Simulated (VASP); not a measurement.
# Cl (P6_3/mmc) in VASP: notebook, part 2 of 2

VASP 6.6.1. Earlier steps stand in the parts before.

### Step 3. Single point, LDA

This run uses another cell than the first one, of 8.77 Å³/atom, 0.450 times its volume.

INCAR

```
ALGO = Normal ; EDIFF = 1E-6
ENCUT = 520 ; GGA = CA
ISIF = 2 ; ISMEAR = -1
LASPH = T ; LCHARG = F
LREAL = F ; LWAVE = F
NBANDS = 14 ; NELM = 80
PREC = Accurate ; SIGMA = 0.1
```

KPOINTS

```
k-points
0
Gamma
  22 22 12
```

POSCAR

```
Cl
1.0
    2.2515451597      0.0000000000      0.0000000000
   -1.1257725798      1.9498953061      0.0000000000
    0.0000000000      0.0000000000      3.9945712492
Cl
2
Direct
    0.3333333333      0.6666666667      0.2500000000
    0.6666666667      0.3333333333      0.7500000000
```

Potentials or basis: VASP PAW LDA potentials, release 64 (Cl).

Started as:

```console
cat potpaw_LDA.64/Cl/POTCAR > POTCAR
mpirun -np 1 vasp_std > vasp.out
```

OUTCAR:

```text
EDIFF = 1E-6
   ENCUT = 520
   GGA = CA
   ISIF = 2
   ISMEAR = -1
   LASPH = T
   LREAL = F
   NELM = 80
   PREC = Accurate

 ion  position               nearest neighbor table
   1  0.333  0.667  0.250-   2 2.38   2 2.38   2 2.38   2 2.38   2 2.38   2 2.38
   2  0.667  0.333  0.750-   1 2.38   1 2.38   1 2.38   1 2.38   1 2.38   1 2.38

  LATTYP: Found a hexagonal cell.
 ALAT       =     2.2515451597
 C/A-ratio  =     1.7741466264

  Lattice vectors:

 A1 = (   2.2515451597,   0.0000000000,   0.0000000000)
 A2 = (  -1.1257725798,   1.9498953061,   0.0000000000)
 A3 = (   0.0000000000,   0.0000000000,   3.9945712492)

Analysis of symmetry for initial positions (statically):
=====================================================================
 Subroutine PRICEL returns:
 Original cell was already a primitive cell.

 Routine SETGRP: Setting up the symmetry group for a
 hexagonal supercell.

 Subroutine GETGRP returns: Found 24 space group operations
 (whereof 12 operations were pure point group operations)
 out of a pool of 24 trial point group operations.

The static configuration has the point symmetry D_3d.
 The point group associated with its full space group is D_6h.

Analysis of symmetry for dynamics (positions and initial velocities):
=====================================================================
 Subroutine PRICEL returns:
 Original cell was already a primitive cell.

 Routine SETGRP: Setting up the symmetry group for a
 hexagonal supercell.

 Subroutine GETGRP returns: Found 24 space group operations
 (whereof 12 operations were pure point group operations)
 out of a pool of 24 trial point group operations.

The dynamic configuration has the point symmetry D_3d.
 The point group associated with its full space group is D_6h.

 Subroutine INISYM returns: Found 24 space group operations
 (whereof 12 operations are pure point group operations),
 and found     1 'primitive' translations

[... 118 lines left out ...]
   LORBIT       =      0    0 simple, 1 ext, 2 COOP (PROOUT), +10 PAW based schemes
   GGA     = CA    functional components
   LHFCALC =     F    Hartree Fock is set to
   AEXX    =    0.0000 exact exchange contribution
   IVDW    =     0    specifies the selected vdW correction
   LEPSILON=     F    determine dielectric tensor
   LRPA    =     F    only Hartree local field effects (RPA)
 non-spin polarized calculation
  energy-cutoff  :      520.00
  volume of cell :       17.54
 maximum number of plane-waves:       489
 NGX is ok and might be reduce to    18
   NGX =  9   NGY =  9   NGZ = 15

 number of electron      13.9999991 magnetization

 Free energy of the ion-electron system (eV)
  ---------------------------------------------------
  ext. energy  EPLUGINS =         0.00000000
  ---------------------------------------------------
  free energy    TOTEN  =         3.24964174 eV

  energy without entropy =        3.27936736  energy(sigma->0) =        3.26450455

 E-fermi :  17.2578     XC(G=0): -14.4472

 val. band max:       17.2517376345   @ k =   0.2273   0.0455   0.2500
 cond. band min:      17.2695611673   @ k =   0.4091   0.0909   0.0000
 fundamental gap:      0.0178235328
 Fermi energy:        17.2578184878

 k-point     1 :       0.0000    0.0000    0.0000
  band No.  band energies     occupation
      1      -8.9204      2.00000
      2      -2.7561      2.00000
      3       2.5546      2.00000
      4      19.4961      0.00000
      5      20.1388      0.00000
      6      20.1388      0.00000
      7      21.8783      0.00000
      8      21.8783      0.00000
      9      27.6438      0.00000
     10      30.2068      0.00000
     11      30.7991      0.00000
     12      30.7991      0.00000
     13      32.7604      0.00000
     14      32.7604      0.00000
[... 377 lines left out ...]
      1      -7.5212      2.00000
      2      -1.4275      2.00000
      3       3.8882      2.00000
      4      13.8747      2.00000
      5      15.6920      2.00000
      6      18.5183      0.00001
      7      19.1761      0.00000
      8      19.8258      0.00000
      9      27.5404      0.00000
     10      29.9159      0.00000
     11      29.9812      0.00000
     12      30.3928      0.00000
     13      31.1148      0.00000
     14      33.5952      0.00000

 [... further k-points ...]
[... 5 lines left out ...]
  --------------------------------------------------------------------------------------
  -------------------------------------------------------------------------------------
  Total       22.0380907     22.0380907     22.0422681      0.0000000      0.0000000     -0.0000000
  in kB     2013.3645645   2013.3645645   2013.7462040      0.0000001      0.0000000     -0.0000000
  external PRESSURE =    2013.4917777 kB  Pullay stress =       0.0000000 kB

 VOLUME and BASIS-vectors are now :
 -----------------------------------------------------------------------------
  energy-cutoff  :      520.00
  volume of cell :       17.54
      direct lattice vectors                 reciprocal lattice vectors
     2.251545160  0.000000000  0.000000000     0.444139437  0.256424024  0.000000000
    -1.125772580  1.949895306  0.000000000     0.000000000  0.512848047  0.000000000
     0.000000000  0.000000000  3.994571249     0.000000000  0.000000000  0.250339758

 POSITION                                       TOTAL-FORCE (eV/Angst)
 -----------------------------------------------------------------------------------
     -0.00000      1.29993      0.99864        -0.000000      0.000000      0.000000
      1.12577      0.64997      2.99593         0.000000     -0.000000      0.000000
 -----------------------------------------------------------------------------------
    total drift:                               -0.000000      0.000000      0.000000

  FREE ENERGIE OF THE ION-ELECTRON SYSTEM (eV)
  ---------------------------------------------------
  free  energy   TOTEN  =         3.2496417437 eV

  energy  without entropy=        3.2793673639  energy(sigma->0) =        3.26450455
```

OSZICAR:

```text
N       E                     dE             d eps       ncg     rms          rms(c)
DAV:   1     0.677528418781E+02    0.67753E+02   -0.75420E+03 10222   0.973E+02
DAV:   2     0.531396434970E+01   -0.62439E+02   -0.57465E+02 14494   0.190E+02
DAV:   3     0.320754280833E+01   -0.21064E+01   -0.20843E+01 13000   0.340E+01
DAV:   4     0.319870831424E+01   -0.88345E-02   -0.88328E-02 11920   0.266E+00
DAV:   5     0.319865902753E+01   -0.49287E-04   -0.49284E-04 13006   0.188E-01    0.420E+01
DAV:   6     0.323857075797E+01    0.39912E-01   -0.27222E-02 11212   0.116E+00    0.250E+01
DAV:   7     0.324863198046E+01    0.10061E-01   -0.37370E-02 11776   0.136E+00    0.521E-01
DAV:   8     0.324964094679E+01    0.10090E-02   -0.26580E-03 11194   0.382E-01    0.760E-02
DAV:   9     0.324964051207E+01   -0.43473E-06   -0.73914E-05 13690   0.647E-02    0.467E-02
DAV:  10     0.324964171440E+01    0.12023E-05   -0.51042E-06 11260   0.162E-02    0.187E-02
DAV:  11     0.324964174367E+01    0.29266E-07   -0.14221E-07  6926   0.315E-03
   1 F= 0.32496417E+01 E0= 0.32645046E+01  d E =-.297256E-01
```

stdout:

```text
POSCAR found type information on POSCAR Cl
 POSCAR found :  1 types and       2 ions
 scaLAPACK will be used
 LDA part: xc-table for (Slater(with rela. corr.)+CA(PZ))
 , standard interpolation
 POSCAR, INCAR and KPOINTS ok, starting setup
 FFT: planning ... GRIDC
 FFT: planning ... GRID_SOFT
 FFT: planning ... GRID
 WAVECAR not read
 entering main loop
```

Wall time 56 s (1 thread of Intel Xeon Platinum 8259CL at 2.50GHz (Skylake/Cascade Lake), shared host); peak memory 0.17 GiB.

Results:

```
Free energy            : 3.2496 eV
Pressure               : 201.3 GPa
Band gap on the k mesh : zero (band 7 reaches 21.88 eV, above the bottom of band 8 at 12.59 eV)
```

Levels at points of the mesh, in eV from the Fermi level:
| k point | band 4 | band 5 | band 6 | band 7 | band 8 | band 9 | band 10 | band 11 |
| --- | --- | --- | --- | --- | --- | --- | --- | --- |
| (0.00, 0.00, 0.00) | 2.24 | 2.88 | 2.88 | 4.62 | 4.62 | 10.39 | 12.95 | 13.54 |
| (0.50, 0.00, 0.00) | -10.47 | -7.78 | -4.56 | -2.35 | 1.50 | 4.45 | 8.69 | 10.88 |
| (0.00, 0.00, 0.50) | -6.90 | 3.77 | 3.77 | 3.77 | 3.77 | 13.40 | 13.40 | 13.40 |
| (0.50, 0.00, 0.50) | -13.76 | -1.83 | -1.83 | -0.83 | -0.83 | 6.01 | 6.01 | 7.28 |
